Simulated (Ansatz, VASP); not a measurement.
**CdSe: VASP beside Ansatz**

```
CELL_PARAMETERS angstrom
0.00000 3.04157 3.04157
3.04157 0.00000 3.04157
3.04157 3.04157 0.00000
ATOMIC_POSITIONS crystal
Cd 0.00000 0.00000 0.00000
Se 0.75000 0.75000 0.75000
```

Alike in both runs: functional PBEsol; k mesh 6 × 6 × 6; no spin polarisation.

Ansatz relaxed the structure, and its values are those at the end. VASP's run is a single point on that final structure, the one shown.

|  | VASP | Ansatz |
| --- | --- | --- |
| version | VASP 6.6.1 | Ansatz 0.2.0 |
| potentials or method | VASP PAW PBE potentials, release 64 (Cd, Se) | PAW with Ansatz's default frozen-core files, scalar-relativistic |
| plane-wave cutoff (eV) | 520 | 420 |
| occupations | gaussian, width 0.01 eV | fixed |
| valence electrons in the cell | 18 | 36 |

Ansatz gave:

```
pressure (GPa) : 0.0
```

**Question.** Which values does VASP return?

**Answer.** Pressure (GPa): 0.3.

VASP's potentials were made for PBE, not for PBEsol. VASP's potentials hold 18 valence electrons a cell and Ansatz's 36, so a difference there can come from the potentials and not from the codes.
